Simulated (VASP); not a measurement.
# NiO (R-3m) in VASP: a series of runs

Runs on NiO. Level: r2SCAN. Tasks: single point.

Program: VASP 6.6.1. These are calculated values, not measurements. Logs are shortened: lines on timing, memory, paths and dates and some standing lists are left out, and cuts for length are marked.

## (1) The cell of the first run

The structure is trigonal, space group R-3m (No. 166). The conventional cell has a = 2.908 Å, b = 2.908 Å, c = 7.089 Å, α = 90.00°, β = 90.00°, γ = 120.00°. Within 2.7 Å of Ni (site symmetry -3m) lie 6 O at 2.05 Å. O (site symmetry -3m) has 6 Ni at 2.05 Å within 2.7 Å.

## (2) Single point, r2SCAN, collinear spin, antiferromagnetic start (8.66 Å³/atom)

File POSCAR:

```
NiO
1.0
    0.0000000000      2.0565673700      2.0565673700
    2.0565673700      0.0000000000      2.0565673700
    4.0997414318      2.0431740619     -2.0431740619
Ni O
2 2
Direct
    0.0000000000      0.0000000000      0.0000000000
    0.5000000000      0.0000000000      0.5000000000
    0.7500000061      0.4999999878      0.2500000183
    1.2499999939      0.5000000122      0.7499999817
```

File INCAR.step1:

```
SYSTEM = NiO
PREC = Accurate ; ENCUT = 520
ISMEAR = 0 ; SIGMA = 0.05
LREAL = .False. ; LASPH = .True.
NELM = 150 ; ISPIN = 2
MAGMOM = 1.72 -1.72 0 0 ; LMAXMIX = 4
NBANDS = 28 ; GGA = PE
ALGO = Normal ; EDIFF = 1E-4
LWAVE = .True. ; LCHARG = .False.
```

File INCAR.step2:

```
SYSTEM = NiO
PREC = Accurate ; ENCUT = 520
EDIFF = 1E-7 ; ISMEAR = 0
SIGMA = 0.05 ; LREAL = .False.
LASPH = .True. ; NELM = 150
ALGO = Normal ; ISIF = 2
LWAVE = .False. ; LCHARG = .False.
ISPIN = 2 ; MAGMOM = 1.72 -1.72 0 0
LORBIT = 11 ; LMAXMIX = 4
METAGGA = R2SCAN ; LMIXTAU = .True.
NBANDS = 28 ; ISTART = 1
```

File KPOINTS:

```
regular mesh
0
Gamma
  10 10 10
  0 0 0
```

Potentials or basis: VASP PAW PBE potentials, release 64 (Ni, O).

Run with:

```sh
> cat potpaw_PBE.64/Ni/POTCAR potpaw_PBE.64/O/POTCAR > POTCAR
> cp INCAR.step1 INCAR
> mpirun -np 1 vasp_std > vasp.out
> cp INCAR.step2 INCAR
> mpirun -np 1 vasp_std > vasp.out
```

OUTCAR:

```text
SYSTEM = NiO
   PREC = Accurate
   ENCUT = 520
   EDIFF = 1E-7
   ISMEAR = 0
   LREAL = .False.
   LASPH = .True.
   NELM = 150
   ISIF = 2
   ISPIN = 2
   LORBIT = 11
   METAGGA = R2SCAN
   ISTART = 1

 ion  position               nearest neighbor table
   1  0.000  0.000  0.000-   3 2.05   4 2.05   4 2.05   3 2.05   3 2.05   4 2.05   2 2.90   2 2.90
                             2 2.90   2 2.90   2 2.90   2 2.90
   2  0.500  0.000  0.500-   4 2.05   3 2.05   4 2.05   3 2.05   3 2.05   4 2.05   1 2.90   1 2.90
                             1 2.90   1 2.90   1 2.90   1 2.90
   3  0.750  0.500  0.250-   2 2.05   2 2.05   2 2.05   1 2.05   1 2.05   1 2.05
   4  0.250  0.500  0.750-   2 2.05   2 2.05   2 2.05   1 2.05   1 2.05   1 2.05

  LATTYP: Found a trigonal (rhomboedric) cell.
 ALAT       =     5.0156754582
 COS(alpha) =     0.8318770403

  Lattice vectors:

 A1 = (   4.0997414318,   2.0431740619,  -2.0431740619)
 A2 = (   2.0431740618,   2.0431740619,  -4.0997414319)
 A3 = (   2.0431740618,   4.0997414319,  -2.0431740619)

Analysis of symmetry for initial positions (statically):
=====================================================================
 Subroutine PRICEL returns following result:

  LATTYP: Found a trigonal (rhomboedric) cell.
 ALAT       =     2.8989627023
 COS(alpha) =     0.4967304828

  Lattice vectors:

 A1 = (  -2.0498707159,   0.0066966540,   2.0498707159)
 A2 = (  -2.0498707159,  -2.0498707159,  -0.0066966540)
 A3 = (   0.0066966541,  -2.0498707159,   2.0498707159)

   2 primitive cells build up your supercell.

 Routine SETGRP: Setting up the symmetry group for a
 trigonal (rhombohedral) supercell.

 Subroutine GETGRP returns: Found 12 space group operations
 (whereof 12 operations were pure point group operations)
 out of a pool of 12 trial point group operations.

The static configuration has the point symmetry D_3d.

Analysis of symmetry for dynamics (positions and initial velocities):
=====================================================================
 Subroutine PRICEL returns following result:

  LATTYP: Found a trigonal (rhomboedric) cell.
 ALAT       =     2.8989627023
 COS(alpha) =     0.4967304828

  Lattice vectors:

 A1 = (  -2.0498707159,   0.0066966540,   2.0498707159)
 A2 = (  -2.0498707159,  -2.0498707159,  -0.0066966540)
 A3 = (   0.0066966541,  -2.0498707159,   2.0498707159)

   2 primitive cells build up your supercell.

 Routine SETGRP: Setting up the symmetry group for a
 trigonal (rhombohedral) supercell.

 Subroutine GETGRP returns: Found 12 space group operations
 (whereof 12 operations were pure point group operations)
 out of a pool of 12 trial point group operations.

The dynamic configuration has the point symmetry D_3d.

Analysis of structural, dynamic, and magnetic symmetry:
=====================================================================
 Subroutine PRICEL returns following result:

  LATTYP: Found a trigonal (rhomboedric) cell.
 ALAT       =     2.8989627023
 COS(alpha) =     0.4967304828

  Lattice vectors:

 A1 = (  -2.0498707159,   0.0066966540,   2.0498707159)
 A2 = (  -2.0498707159,  -2.0498707159,  -0.0066966540)
 A3 = (   0.0066966541,  -2.0498707159,   2.0498707159)

   2 primitive cells build up your supercell.

 Routine SETGRP: Setting up the symmetry group for a
 trigonal (rhombohedral) supercell.

 Subroutine GETGRP returns: Found 12 space group operations
 (whereof 12 operations were pure point group operations)
 out of a pool of 12 trial point group operations.

The overall configuration has the point symmetry D_3d.

 Subroutine INISYM returns: Found 12 space group operations
 (whereof 12 operations are pure point group operations),
 and found     2 'primitive' translations

----------------------------------------------------------------------------------------

                                     Primitive cell

  volume of cell :      17.3114

  direct lattice vectors                    reciprocal lattice vectors
    -2.049870716  0.006696654  2.049870716    -0.243521345  0.242725794  0.243521345
    -2.049870716 -2.049870716 -0.006696654    -0.243521345 -0.243521345 -0.242725794
     0.006696654 -2.049870716  2.049870716     0.242725794 -0.243521345  0.243521345

  length of vectors
     2.898962702  2.898962702  2.898962702     0.421332532  0.421332532  0.421332532

  position of ions in fractional coordinates (direct lattice)
     0.000000000  0.000000000  0.000000000
     0.499999988  0.499999988  0.499999988

  ion indices of the primitive-cell ions
   primitive index   ion index
                 1           1
                 2           3

----------------------------------------------------------------------------------------

 KPOINTS: regular mesh

Automatic generation of k-mesh.
 Grid dimensions read from file:
 generate k-points for:   10   10   10

 Generating k-lattice:

  Cartesian coordinates                     Fractional coordinates (reciprocal lattice)
    -0.012136290  0.036488424  0.012136290     0.100000000  0.000000000  0.000000000
     0.024272579 -0.024352135  0.024352135     0.000000000  0.100000000 -0.000000000
     0.012215845  0.012215845 -0.012215845     0.000000000  0.000000000  0.100000000

  Length of vectors
     0.040323494  0.042133253  0.021158464

  Shift w.r.t. Gamma in fractional coordinates (k-lattice)
     0.000000000  0.000000000  0.000000000

 Subroutine IBZKPT returns following result:
 ===========================================

 Found    116 irreducible k-points:

 Following reciprocal coordinates:
            Coordinates               Weight
  0.000000  0.000000  0.000000      1.000000
  0.100000  0.000000  0.000000      6.000000
  0.200000  0.000000  0.000000      6.000000
  0.300000  0.000000  0.000000      6.000000
  0.400000  0.000000  0.000000      6.000000
  0.500000  0.000000 -0.000000      3.000000
[... 16 lines left out ...]
  0.000000  0.300000  0.000000      6.000000
 -0.400000  0.300000 -0.000000      6.000000
 [... further k-points ...]
   k-points           NKPTS =    116   k-points in BZ     NKDIM =    116   number of bands    NBANDS=     28
   number of dos      NEDOS =    301   number of ions     NIONS =      4
   total plane-waves  NPLWV =  23040
   dimension x,y,z NGX =    24 NGY =   24 NGZ =   40
   dimension x,y,z NGXF=    48 NGYF=   48 NGZF=   80
   ions per type =               2   2
   NGX,Y,Z   is equivalent  to a cutoff of  13.72, 13.72, 13.26 a.u.
   NGXF,Y,Z  is equivalent  to a cutoff of  27.44, 27.44, 26.52 a.u.
 SYSTEM =  NiO
   PREC   = accura    normal or accurate (medium, high low for compatibility)
   ISTART =      1    job   : 0-new  1-cont  2-samecut
   ICHARG =      0    charge: 1-file 2-atom 10-const
   ISPIN  =      2    spin polarized calculation?
   LNONCOLLINEAR =      F non collinear calculations
   LSORBIT =      F    spin-orbit coupling
   LASPH  =      T    aspherical Exc in radial PAW
   ENCUT  =  520.0 eV  38.22 Ry    6.18 a.u.   5.41  5.41  9.33*2*pi/ulx,y,z
   NELM   =    150;   NELMIN=  2; NELMDL=  0     # of ELM steps
   EDIFF  = 0.1E-06   stopping-criterion for ELM
   LREAL  =      F    real-space projection
   EDIFFG = 0.1E-05   stopping-criterion for IOM
   NSW    =      0    number of steps for IOM
   IBRION =     -1    ionic relax: 0-MD 1-quasi-New 2-CG
   NFREE  =      0    steps in history (QN), initial steepest desc. (CG)
   ISIF   =      2    stress and relaxation
   ISYM   =      2    0-nonsym 1-usesym 2-fastsym
   POTIM  = 0.5000    time-step for ionic-motion
   TEBEG  =    0.0;   TEEND  =   0.0 temperature during run
   PSTRESS=    0.0 pullay stress
   NELECT =      32.0000    total number of electrons
   NUPDOWN=      -1.0000    fix difference up-down
   EMIN   =  10.00;   EMAX   =-10.00  energy-range for DOS
   EFERMI =   0.00;   METHOD = LEGACY
   ISMEAR =     0;   SIGMA  =   0.05  broadening in eV -4-tet -1-fermi 0-gaus
   EFERMI_NEDOS =   21; number of points for ismear=-14 and -15
   IALGO  =     38    algorithm
   IMIX   =      4    mixing-type and parameters
     AMIX     =   0.40;   BMIX     =  1.00
     AMIX_MAG =   1.60;   BMIX_MAG =  1.00
  volume/ion in A,a.u.               =       8.66        58.41
  Fermi-wavevector in a.u.,A,eV,Ry     =   1.594670  3.013488 34.599220  2.542971
  Thomas-Fermi vector in A             =   2.692708
   LORBIT       =     11    0 simple, 1 ext, 2 COOP (PROOUT), +10 PAW based schemes
   METAGGA = R2SCAN    functional components
   LHFCALC =     F    Hartree Fock is set to
   AEXX    =    0.0000 exact exchange contribution
   IVDW    =     0    specifies the selected vdW correction
   LEPSILON=     F    determine dielectric tensor
   LRPA    =     F    only Hartree local field effects (RPA)
 spin polarized calculation
 Gauss-broadening in eV      SIGMA  =   0.05
  energy-cutoff  :      520.00
  volume of cell :       34.62
 maximum number of plane-waves:       966
 NGX is ok and might be reduce to    24
   NGX = 11   NGY = 11   NGZ = 19

 number of electron      31.9999989 magnetization      -0.0000000

 Free energy of the ion-electron system (eV)
  ---------------------------------------------------
  ext. energy  EPLUGINS =         0.00000000
  ---------------------------------------------------
  free energy    TOTEN  =       -40.51863292 eV

  energy without entropy =      -40.51863292  energy(sigma->0) =      -40.51863292

 E-fermi :   7.9070     XC(G=0): -13.7394

 val. band max:        7.5661895657   @ k =   0.0000  -0.1000   0.3000
 cond. band min:       9.8905001382   @ k =   0.2000   0.0000   0.3000
 fundamental gap:      2.3243105725
 Fermi energy:         7.9069500317

 spin component 1

 k-point     1 :       0.0000    0.0000    0.0000
  band No.  band energies     occupation
      1     -13.1634      1.00000
      2     -11.6337      1.00000
      3      -0.2065      1.00000
      4       2.2989      1.00000
      5       2.2991      1.00000
      6       5.4124      1.00000
[... 20 lines left out ...]
     27      28.6464      0.00000
     28      31.4027      0.00000

 k-point     2 :       0.1000    0.0000    0.0000
  band No.  band energies     occupation
      1     -13.0512      1.00000
      2     -11.6184      1.00000
      3      -0.0195      1.00000
      4       2.2512      1.00000
      5       2.3315      1.00000
      6       4.3115      1.00000
[... 674 lines left out ...]
 k-point    24 :      -0.4000    0.3000   -0.0000
  band No.  band energies     occupation
      1     -11.5868      1.00000
      2     -11.4957      1.00000
      3       0.8795      1.00000
      4       1.5171      1.00000
      5       1.9611      1.00000
      6       2.1179      1.00000
[... 20 lines left out ...]
     27      31.5328      0.00000
     28      31.9479      0.00000

 [... further k-points ...]

 spin component 2

 k-point     1 :       0.0000    0.0000    0.0000
  band No.  band energies     occupation
      1     -13.1634      1.00000
      2     -11.6337      1.00000
      3      -0.2065      1.00000
      4       2.2989      1.00000
      5       2.2991      1.00000
      6       5.4124      1.00000
[... 20 lines left out ...]
     27      28.6464      0.00000
     28      31.4027      0.00000

 k-point     2 :       0.1000    0.0000    0.0000
  band No.  band energies     occupation
      1     -13.0512      1.00000
      2     -11.6184      1.00000
      3      -0.0195      1.00000
      4       2.2512      1.00000
      5       2.3315      1.00000
      6       4.3115      1.00000
[... 674 lines left out ...]
 k-point    24 :      -0.4000    0.3000   -0.0000
  band No.  band energies     occupation
      1     -11.5868      1.00000
      2     -11.4957      1.00000
      3       0.8795      1.00000
      4       1.5171      1.00000
      5       1.9611      1.00000
      6       2.1179      1.00000
[... 20 lines left out ...]
     27      31.5328      0.00000
     28      31.9479      0.00000

 [... further k-points ...]

------------------------ aborting loop because EDIFF is reached ----------------------------------------

  FORCE on cell =-STRESS in cart. coord.  units (eV):
  Direction    XX          YY          ZZ          XY          YZ          ZX
  --------------------------------------------------------------------------------------
  -------------------------------------------------------------------------------------
  Total        2.1214854      2.1214854      2.1214854     -0.0007301      0.0007301      0.0007301
  in kB       98.1721395     98.1721395     98.1721395     -0.0337875      0.0337875      0.0337875
  external PRESSURE =      98.1721395 kB  Pullay stress =       0.0000000 kB

 VOLUME and BASIS-vectors are now :
 -----------------------------------------------------------------------------
  energy-cutoff  :      520.00
  volume of cell :       34.62
      direct lattice vectors                 reciprocal lattice vectors
     0.000000000  2.056567370  2.056567370    -0.121362897  0.364884242  0.121362897
     2.056567370  0.000000000  2.056567370     0.242725794 -0.243521345  0.243521345
     4.099741432  2.043174062 -2.043174062     0.122158449  0.122158449 -0.122158449

 POSITION                                       TOTAL-FORCE (eV/Angst)
 -----------------------------------------------------------------------------------
      0.00000      0.00000      0.00000         0.000000      0.000000     -0.000000
      2.04987      2.04987      0.00670         0.000000     -0.000000     -0.000000
      2.05322      2.05322      2.05992        -0.000000      0.000000      0.000000
      4.10309      2.04652      0.01005        -0.000000      0.000000     -0.000000
 -----------------------------------------------------------------------------------
    total drift:                                0.000000      0.000000      0.000000

  FREE ENERGIE OF THE ION-ELECTRON SYSTEM (eV)
  ---------------------------------------------------
  free  energy   TOTEN  =       -40.5186329187 eV

  energy  without entropy=      -40.5186329187  energy(sigma->0) =      -40.51863292

 total charge

# of ion       s       p       d       tot
------------------------------------------
    1        0.351   0.457   8.244   9.051
    2        0.351   0.457   8.244   9.051
    3        1.561   3.504   0.000   5.065
    4        1.561   3.504   0.000   5.065
--------------------------------------------------
tot          3.823   7.923  16.487  28.233

 magnetization (x)

# of ion       s       p       d       tot
------------------------------------------
    1       -0.008  -0.014   1.560   1.538
    2        0.008   0.014  -1.560  -1.538
    3        0.000   0.000   0.000   0.000
    4        0.000   0.000   0.000   0.000
--------------------------------------------------
tot          0.000   0.000   0.000   0.000
```

Wall time 34 min (1 thread of Oxide Virtual Turin-like, shared host); peak memory 0.28 GiB.

Results:

- Free energy: -40.5186 eV
- Pressure: 9.8 GPa
- Band gap on the k mesh: 2.32 eV
- Net moment: 0.00 μB per cell
- Site moments: Ni +1.54, -1.54; O +0.00 μB
- Valence electrons inside the program's atomic spheres: Ni 9.05; O 5.07

Levels at points of the mesh, in eV from the valence-band top:
Spin up:
```tsv
k point	band 12	band 13	band 14	band 15	band 16	band 17	band 18	band 19	band 20	band 21
(0.00, 0.00, 0.00)	-1.63	-1.63	-0.60	-0.60	-0.42	3.29	3.29	3.47	7.29	12.60
(0.50, 0.00, 0.00)	-1.10	-0.63	-0.44	-0.38	-0.26	2.92	3.02	9.50	9.69	11.91
(0.00, 0.50, 0.00)	-0.99	-0.96	-0.35	-0.35	-0.23	3.40	3.56	7.34	8.20	12.52
(0.00, 0.00, 0.50)	-0.94	-0.94	-0.75	-0.04	-0.04	2.89	2.89	6.14	6.39	14.21
```
Spin down:
```tsv
k point	band 13	band 14	band 15	band 16	band 17	band 18	band 19	band 20
(0.00, 0.00, 0.00)	-1.63	-0.60	-0.60	-0.42	3.29	3.29	3.47	7.29
(0.50, 0.00, 0.00)	-0.63	-0.44	-0.38	-0.26	2.92	3.02	9.50	9.69
(0.00, 0.50, 0.00)	-0.96	-0.35	-0.35	-0.23	3.40	3.56	7.34	8.20
(0.00, 0.00, 0.50)	-0.94	-0.75	-0.04	-0.04	2.89	2.89	6.14	6.39
```

Caveat: the cell stands under pressure; the PAW data sets were made with another functional, which shifts forces and pressure a little. r2SCAN opens gaps a little over a GGA but as a rule still falls short of measured ones.

[end of part 1 of 2]
